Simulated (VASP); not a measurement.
# Na (Fm-3m) in VASP: notebook

The runs below take Na through single point, relaxation of cell and atoms, with PBE.

All numbers are computed with VASP 6.6.1; they aren't measurements. Logs are shortened: lines on timing, memory, paths and dates and some standing lists are left out, and cuts for length are marked.

### 1 The cell of the first run

Symmetry: Fm-3m, No. 225, cubic system. The conventional cell has a = 4.496 Å, b = 4.496 Å, c = 4.496 Å, α = 90.00°, β = 90.00°, γ = 90.00°. Within 4.2 Å of Na (site symmetry m-3m) lie 12 Na at 3.18 Å.

This isn't the form of Na at room conditions, which is bcc.

### 2 Single point, PBE

The input, INCAR:

```
  PREC = Accurate
  ENCUT = 520
  EDIFF = 1E-6
  ISMEAR = -1
  SIGMA = 0.08
  LREAL = F
  LASPH = T
  NELM = 100
  ALGO = Normal
  ISIF = 2
  LWAVE = F
  LCHARG = F
  GGA = PE
  NBANDS = 10
```

The input, KPOINTS:

```
Automatic mesh
0
Gamma
  15 15 15
```

The input, POSCAR:

```
Na
1.0
    0.0000000000      2.2477676706      2.2477676706
    2.2477676706      0.0000000000      2.2477676706
    2.2477676706      2.2477676706      0.0000000000
Na
1
Direct
    0.0000000000      0.0000000000      0.0000000000
```

Potentials or basis: VASP PAW PBE potentials, release 64 (Na_pv).

The run is started by

```
cat potpaw_PBE.64/Na_pv/POTCAR > POTCAR
mpirun -np 1 vasp_std > vasp.out
```

OUTCAR:

```text
PREC = Accurate
   ENCUT = 520
   EDIFF = 1E-6
   ISMEAR = -1
   LREAL = F
   LASPH = T
   NELM = 100
   ISIF = 2
   GGA = PE

 ion  position               nearest neighbor table
   1  0.000  0.000  0.000-

  LATTYP: Found a face centered cubic cell.
 ALAT       =     4.4955353412

  Lattice vectors:

 A1 = (   0.0000000000,   2.2477676706,   2.2477676706)
 A2 = (   2.2477676706,   0.0000000000,   2.2477676706)
 A3 = (   2.2477676706,   2.2477676706,   0.0000000000)

Analysis of symmetry for initial positions (statically):
=====================================================================
 Subroutine PRICEL returns:
 Original cell was already a primitive cell.

 Routine SETGRP: Setting up the symmetry group for a
 face centered cubic supercell.

 Subroutine GETGRP returns: Found 48 space group operations
 (whereof 48 operations were pure point group operations)
 out of a pool of 48 trial point group operations.

The static configuration has the point symmetry O_h .

Analysis of symmetry for dynamics (positions and initial velocities):
=====================================================================
 Subroutine PRICEL returns:
 Original cell was already a primitive cell.

 Routine SETGRP: Setting up the symmetry group for a
 face centered cubic supercell.

 Subroutine GETGRP returns: Found 48 space group operations
 (whereof 48 operations were pure point group operations)
 out of a pool of 48 trial point group operations.

The dynamic configuration has the point symmetry O_h .

 Subroutine INISYM returns: Found 48 space group operations
 (whereof 48 operations are pure point group operations),
 and found     1 'primitive' translations

----------------------------------------------------------------------------------------

                                     Primitive cell

  volume of cell :      22.7135

  direct lattice vectors                    reciprocal lattice vectors
     0.000000000  2.247767671  2.247767671    -0.222442918  0.222442918  0.222442918
     2.247767671  0.000000000  2.247767671     0.222442918 -0.222442918  0.222442918
     2.247767671  2.247767671  0.000000000     0.222442918  0.222442918 -0.222442918

  length of vectors
     3.178823525  3.178823525  3.178823525     0.385282436  0.385282436  0.385282436

  position of ions in fractional coordinates (direct lattice)
     0.000000000  0.000000000  0.000000000

  ion indices of the primitive-cell ions
   primitive index   ion index
                 1           1

----------------------------------------------------------------------------------------

 KPOINTS: Automatic mesh

Automatic generation of k-mesh.
 Grid dimensions read from file:
 generate k-points for:   15   15   15

 Generating k-lattice:

  Cartesian coordinates                     Fractional coordinates (reciprocal lattice)
    -0.014829528  0.014829528  0.014829528     0.066666667  0.000000000  0.000000000
     0.014829528 -0.014829528  0.014829528     0.000000000  0.066666667  0.000000000
     0.014829528  0.014829528 -0.014829528     0.000000000  0.000000000  0.066666667

  Length of vectors
     0.025685496  0.025685496  0.025685496

  Shift w.r.t. Gamma in fractional coordinates (k-lattice)
     0.000000000  0.000000000  0.000000000

 Subroutine IBZKPT returns following result:
 ===========================================

 Found    120 irreducible k-points:

 Following reciprocal coordinates:
            Coordinates               Weight
  0.000000  0.000000  0.000000      1.000000
  0.066667  0.000000  0.000000      8.000000
  0.133333  0.000000  0.000000      8.000000
  0.200000  0.000000  0.000000      8.000000
  0.266667  0.000000  0.000000      8.000000
  0.333333  0.000000  0.000000      8.000000
[... 16 lines left out ...]
  0.133333  0.133333  0.000000      6.000000
  0.200000  0.133333  0.000000     24.000000
 [... further k-points ...]
   k-points           NKPTS =    120   k-points in BZ     NKDIM =    120   number of bands    NBANDS=     10
   number of dos      NEDOS =    301   number of ions     NIONS =      1
   total plane-waves  NPLWV =  13824
   dimension x,y,z NGX =    24 NGY =   24 NGZ =   24
   dimension x,y,z NGXF=    48 NGYF=   48 NGZF=   48
   ions per type =               1
   NGX,Y,Z   is equivalent  to a cutoff of  12.55, 12.55, 12.55 a.u.
   NGXF,Y,Z  is equivalent  to a cutoff of  25.10, 25.10, 25.10 a.u.
 SYSTEM =  unknown system
   PREC   = accura    normal or accurate (medium, high low for compatibility)
   ISTART =      0    job   : 0-new  1-cont  2-samecut
   ICHARG =      2    charge: 1-file 2-atom 10-const
   ISPIN  =      1    spin polarized calculation?
   LNONCOLLINEAR =      F non collinear calculations
   LSORBIT =      F    spin-orbit coupling
   LASPH  =      T    aspherical Exc in radial PAW
   ENCUT  =  520.0 eV  38.22 Ry    6.18 a.u.   5.91  5.91  5.91*2*pi/ulx,y,z
   NELM   =    100;   NELMIN=  2; NELMDL= -5     # of ELM steps
   EDIFF  = 0.1E-05   stopping-criterion for ELM
   LREAL  =      F    real-space projection
   EDIFFG = 0.1E-04   stopping-criterion for IOM
   NSW    =      0    number of steps for IOM
   IBRION =     -1    ionic relax: 0-MD 1-quasi-New 2-CG
   NFREE  =      0    steps in history (QN), initial steepest desc. (CG)
   ISIF   =      2    stress and relaxation
   ISYM   =      2    0-nonsym 1-usesym 2-fastsym
   POTIM  = 0.5000    time-step for ionic-motion
   TEBEG  =    0.0;   TEEND  =   0.0 temperature during run
   PSTRESS=    0.0 pullay stress
   NELECT =       7.0000    total number of electrons
   NUPDOWN=      -1.0000    fix difference up-down
   EMIN   =  10.00;   EMAX   =-10.00  energy-range for DOS
   EFERMI =   0.00;   METHOD = LEGACY
   ISMEAR =    -1;   SIGMA  =   0.08  broadening in eV -4-tet -1-fermi 0-gaus
   EFERMI_NEDOS =   21; number of points for ismear=-14 and -15
   IALGO  =     38    algorithm
   IMIX   =      4    mixing-type and parameters
     AMIX     =   0.40;   BMIX     =  1.00
     AMIX_MAG =   1.60;   BMIX_MAG =  1.00
  volume/ion in A,a.u.               =      22.71       153.28
  Fermi-wavevector in a.u.,A,eV,Ry     =   1.105807  2.089673 16.637335  1.222810
  Thomas-Fermi vector in A             =   2.242299
   LORBIT       =      0    0 simple, 1 ext, 2 COOP (PROOUT), +10 PAW based schemes
   GGA     = PE    functional components
   LHFCALC =     F    Hartree Fock is set to
   AEXX    =    0.0000 exact exchange contribution
   IVDW    =     0    specifies the selected vdW correction
   LEPSILON=     F    determine dielectric tensor
   LRPA    =     F    only Hartree local field effects (RPA)
 non-spin polarized calculation
  energy-cutoff  :      520.00
  volume of cell :       22.71
 maximum number of plane-waves:       624
   NGX = 11   NGY = 11   NGZ = 11

 number of electron       7.0000002 magnetization

 Free energy of the ion-electron system (eV)
  ---------------------------------------------------
  ext. energy  EPLUGINS =         0.00000000
  ---------------------------------------------------
  free energy    TOTEN  =        -1.02895436 eV

  energy without entropy =       -1.02029362  energy(sigma->0) =       -1.02462399

 E-fermi :   2.2167     XC(G=0):  -7.9406

 val. band max:        2.1911423074   @ k =  -0.2000   0.3333   0.1333
 cond. band min:       2.2742836992   @ k =  -0.3333   0.2000   0.0667
 fundamental gap:      0.0831413918
 Fermi energy:         2.2166694754

 k-point     1 :       0.0000    0.0000    0.0000
  band No.  band energies     occupation
      1     -22.5325      2.00000
      2     -22.5325      2.00000
      3     -22.5325      2.00000
      4      -2.2738      2.00000
      5      16.5878      0.00000
      6      16.5878      0.00000
      7      16.5878      0.00000
      8      18.1605      0.00000
      9      19.9652      0.00000
     10      19.9653      0.00000

 k-point     2 :       0.0667    0.0000    0.0000
  band No.  band energies     occupation
      1     -22.5405      2.00000
      2     -22.5335      2.00000
      3     -22.5334      2.00000
      4      -2.1680      2.00000
      5      15.1434      0.00000
      6      16.4879      0.00000
      7      16.4879      0.00000
      8      18.7413      0.00000
      9      20.0937      0.00000
     10      20.1206      0.00000

 k-point     3 :       0.1333    0.0000    0.0000
  band No.  band energies     occupation
      1     -22.5631      2.00000
      2     -22.5362      2.00000
      3     -22.5362      2.00000
      4      -1.8531      2.00000
      5      13.0706      0.00000
      6      16.2474      0.00000
      7      16.2474      0.00000
      8      18.3376      0.00000
      9      20.2234      0.00000
     10      20.2234      0.00000

 k-point     4 :       0.2000    0.0000    0.0000
  band No.  band energies     occupation
      1     -22.5962      2.00000
      2     -22.5402      2.00000
      3     -22.5402      2.00000
      4      -1.3353      2.00000
      5      11.0182      0.00000
      6      15.9638      0.00000
      7      15.9638      0.00000
      8      17.7775      0.00000
      9      19.8865      0.00000
     10      19.8865      0.00000
[... 222 lines left out ...]
 k-point    22 :      -0.0667    0.0667    0.0000
  band No.  band energies     occupation
      1     -22.5518      2.00000
      2     -22.5379      2.00000
      3     -22.5337      2.00000
      4      -1.9927      2.00000
      5      14.1308      0.00000
      6      15.3895      0.00000
      7      16.8486      0.00000
      8      19.3006      0.00000
      9      19.5094      0.00000
     10      19.7381      0.00000

 k-point    23 :       0.1333    0.1333    0.0000
  band No.  band energies     occupation
      1     -22.5626      2.00000
      2     -22.5427      2.00000
      3     -22.5427      2.00000
      4      -1.7142      2.00000
      5      13.8657      0.00000
      6      15.0552      0.00000
      7      15.0552      0.00000
      8      16.6916      0.00000
      9      20.6530      0.00000
     10      21.9365      0.00000

 k-point    24 :       0.2000    0.1333    0.0000
  band No.  band energies     occupation
      1     -22.5840      2.00000
      2     -22.5479      2.00000
      3     -22.5465      2.00000
      4      -1.3354      2.00000
      5      12.4247      0.00000
      6      14.6226      0.00000
      7      14.6964      0.00000
      8      16.1503      0.00000
      9      20.1366      0.00000
     10      22.0090      0.00000

 [... further k-points ...]

------------------------ aborting loop because EDIFF is reached ----------------------------------------

  FORCE on cell =-STRESS in cart. coord.  units (eV):
  Direction    XX          YY          ZZ          XY          YZ          ZX
  --------------------------------------------------------------------------------------
  -------------------------------------------------------------------------------------
  Total        1.3216046      1.3216046      1.3216046      0.0000000      0.0000000      0.0000000
  in kB       93.2240281     93.2240281     93.2240281      0.0000000      0.0000000      0.0000000
  external PRESSURE =      93.2240281 kB  Pullay stress =       0.0000000 kB

 VOLUME and BASIS-vectors are now :
 -----------------------------------------------------------------------------
  energy-cutoff  :      520.00
  volume of cell :       22.71
      direct lattice vectors                 reciprocal lattice vectors
     0.000000000  2.247767671  2.247767671    -0.222442918  0.222442918  0.222442918
     2.247767671  0.000000000  2.247767671     0.222442918 -0.222442918  0.222442918
     2.247767671  2.247767671  0.000000000     0.222442918  0.222442918 -0.222442918

 POSITION                                       TOTAL-FORCE (eV/Angst)
 -----------------------------------------------------------------------------------
      0.00000      0.00000      0.00000         0.000000     -0.000000     -0.000000
 -----------------------------------------------------------------------------------
    total drift:                               -0.000000     -0.000000     -0.000000

  FREE ENERGIE OF THE ION-ELECTRON SYSTEM (eV)
  ---------------------------------------------------
  free  energy   TOTEN  =        -1.0289543644 eV

  energy  without entropy=       -1.0202936195  energy(sigma->0) =       -1.02462399
```

Wall time 8 s (1 thread of AMD EPYC 9R45 (Zen 5), shared host); peak memory 0.11 GiB.

Results:

| Property | Result |
| --- | --- |
| Free energy | -1.0290 eV |
| Pressure | 9.3 GPa |
| Band gap on the k mesh | zero (an odd number of electrons rules out a gap without spin polarisation) |

Caveat: the cell stands under pressure.

### 3 Single point, PBE

The input, INCAR:

```
SYSTEM = Na
PREC = Accurate
ENCUT = 520
EDIFF = 1E-6
ISMEAR = -1
SIGMA = 0.08
LREAL = .False.
LASPH = .True.
NELM = 80
ALGO = Normal
ISIF = 2
LWAVE = .False.
LCHARG = .False.
GGA = PE
NBANDS = 10
```

The input, KPOINTS:

```
regular mesh
0
Gamma
  15 15 15
  0 0 0
```

POSCAR is that of step 2.

Potentials or basis: VASP PAW PBE potentials, release 64 (Na_pv).

The run is started by

```
cat potpaw_PBE.64/Na_pv/POTCAR > POTCAR
mpirun -np 1 vasp_std > vasp.out
```

OUTCAR:

```text
SYSTEM = Na
   PREC = Accurate
   ENCUT = 520
   EDIFF = 1E-6
   ISMEAR = -1
   LREAL = .False.
   LASPH = .True.
   NELM = 80
   ISIF = 2
   GGA = PE

 ion  position               nearest neighbor table
   1  0.000  0.000  0.000-

  LATTYP: Found a face centered cubic cell.
 ALAT       =     4.4955353412

  Lattice vectors:

 A1 = (   0.0000000000,   2.2477676706,   2.2477676706)
 A2 = (   2.2477676706,   0.0000000000,   2.2477676706)
 A3 = (   2.2477676706,   2.2477676706,   0.0000000000)

Analysis of symmetry for initial positions (statically):
=====================================================================
 Subroutine PRICEL returns:
 Original cell was already a primitive cell.

 Routine SETGRP: Setting up the symmetry group for a
 face centered cubic supercell.

 Subroutine GETGRP returns: Found 48 space group operations
 (whereof 48 operations were pure point group operations)
 out of a pool of 48 trial point group operations.

The static configuration has the point symmetry O_h .

Analysis of symmetry for dynamics (positions and initial velocities):
=====================================================================
 Subroutine PRICEL returns:
 Original cell was already a primitive cell.

 Routine SETGRP: Setting up the symmetry group for a
 face centered cubic supercell.

 Subroutine GETGRP returns: Found 48 space group operations
 (whereof 48 operations were pure point group operations)
 out of a pool of 48 trial point group operations.

The dynamic configuration has the point symmetry O_h .

 Subroutine INISYM returns: Found 48 space group operations
 (whereof 48 operations are pure point group operations),
 and found     1 'primitive' translations

----------------------------------------------------------------------------------------

[... 111 lines left out ...]
  volume/ion in A,a.u.               =      22.71       153.28
  Fermi-wavevector in a.u.,A,eV,Ry     =   1.105807  2.089673 16.637335  1.222810
  Thomas-Fermi vector in A             =   2.242299
   LORBIT       =      0    0 simple, 1 ext, 2 COOP (PROOUT), +10 PAW based schemes
   GGA     = PE    functional components
   LHFCALC =     F    Hartree Fock is set to
   AEXX    =    0.0000 exact exchange contribution
   IVDW    =     0    specifies the selected vdW correction
   LEPSILON=     F    determine dielectric tensor
   LRPA    =     F    only Hartree local field effects (RPA)
 non-spin polarized calculation
  energy-cutoff  :      520.00
  volume of cell :       22.71
 maximum number of plane-waves:       624
   NGX = 11   NGY = 11   NGZ = 11

 number of electron       7.0000002 magnetization

 Free energy of the ion-electron system (eV)
  ---------------------------------------------------
  ext. energy  EPLUGINS =         0.00000000
  ---------------------------------------------------
  free energy    TOTEN  =        -1.02895436 eV

  energy without entropy =       -1.02029362  energy(sigma->0) =       -1.02462399

 E-fermi :   2.2167     XC(G=0):  -7.9406

 val. band max:        2.1911423074   @ k =  -0.2000   0.3333   0.1333
 cond. band min:       2.2742836992   @ k =  -0.3333   0.2000   0.0667
 fundamental gap:      0.0831413918
 Fermi energy:         2.2166694754

 k-point     1 :       0.0000    0.0000    0.0000
  band No.  band energies     occupation
      1     -22.5325      2.00000
      2     -22.5325      2.00000
      3     -22.5325      2.00000
      4      -2.2738      2.00000
      5      16.5878      0.00000
      6      16.5878      0.00000
      7      16.5878      0.00000
      8      18.1605      0.00000
      9      19.9652      0.00000
     10      19.9653      0.00000
[... 287 lines left out ...]
 k-point    24 :       0.2000    0.1333    0.0000
  band No.  band energies     occupation
      1     -22.5840      2.00000
      2     -22.5479      2.00000
      3     -22.5465      2.00000
      4      -1.3354      2.00000
      5      12.4247      0.00000
      6      14.6226      0.00000
      7      14.6964      0.00000
      8      16.1503      0.00000
      9      20.1366      0.00000
     10      22.0090      0.00000

 [... further k-points ...]

------------------------ aborting loop because EDIFF is reached ----------------------------------------

  FORCE on cell =-STRESS in cart. coord.  units (eV):
  Direction    XX          YY          ZZ          XY          YZ          ZX
  --------------------------------------------------------------------------------------
  -------------------------------------------------------------------------------------
  Total        1.3216046      1.3216046      1.3216046      0.0000000      0.0000000      0.0000000
  in kB       93.2240281     93.2240281     93.2240281      0.0000000      0.0000000      0.0000000
  external PRESSURE =      93.2240281 kB  Pullay stress =       0.0000000 kB

 VOLUME and BASIS-vectors are now :
 -----------------------------------------------------------------------------
  energy-cutoff  :      520.00
  volume of cell :       22.71
      direct lattice vectors                 reciprocal lattice vectors
     0.000000000  2.247767671  2.247767671    -0.222442918  0.222442918  0.222442918
     2.247767671  0.000000000  2.247767671     0.222442918 -0.222442918  0.222442918
     2.247767671  2.247767671  0.000000000     0.222442918  0.222442918 -0.222442918

 POSITION                                       TOTAL-FORCE (eV/Angst)
 -----------------------------------------------------------------------------------
      0.00000      0.00000      0.00000         0.000000     -0.000000     -0.000000
 -----------------------------------------------------------------------------------
    total drift:                               -0.000000     -0.000000     -0.000000

  FREE ENERGIE OF THE ION-ELECTRON SYSTEM (eV)
  ---------------------------------------------------
  free  energy   TOTEN  =        -1.0289543644 eV

  energy  without entropy=       -1.0202936195  energy(sigma->0) =       -1.02462399
```

OSZICAR:

```text
N       E                     dE             d eps       ncg     rms          rms(c)
DAV:   1     0.315434067019E+02    0.31543E+02   -0.39613E+03  2406   0.676E+02
DAV:   2    -0.367876442398E+00   -0.31911E+02   -0.31716E+02  2514   0.171E+02
DAV:   3    -0.102950571900E+01   -0.66163E+00   -0.66115E+00  2902   0.248E+01
DAV:   4    -0.103325327689E+01   -0.37476E-02   -0.37472E-02  2792   0.182E+00
DAV:   5    -0.103328571492E+01   -0.32438E-04   -0.32438E-04  2702   0.167E-01    0.326E-01
DAV:   6    -0.103075470524E+01    0.25310E-02   -0.76593E-04  2864   0.335E-01    0.207E-01
DAV:   7    -0.102895494788E+01    0.17998E-02   -0.14417E-03  3070   0.407E-01    0.207E-02
DAV:   8    -0.102895433001E+01    0.61786E-06   -0.48339E-05  2988   0.117E-01    0.289E-03
DAV:   9    -0.102895436435E+01   -0.34339E-07   -0.26894E-07  1760   0.536E-03
   1 F= -.10289544E+01 E0= -.10246240E+01  d E =-.866074E-02
```

It took 8.2 s on 1 thread of AMD EPYC 9R45 (Zen 5), shared host; peak memory 0.11 GiB.

Results:

```
Free energy            : -1.0290 eV
Pressure               : 9.3 GPa
Band gap on the k mesh : zero (an odd number of electrons rules out a gap without spin polarisation)
```

Levels at points of the mesh, in eV from the Fermi level:
```csv
k point,band 2,band 3,band 4,band 5,band 6,band 7
"(0.00, 0.00, 0.00)",-24.75,-24.75,-4.49,14.37,14.37,14.37
```

Caveat: the cell stands under pressure.

(Part 1 of 2 ends here.)
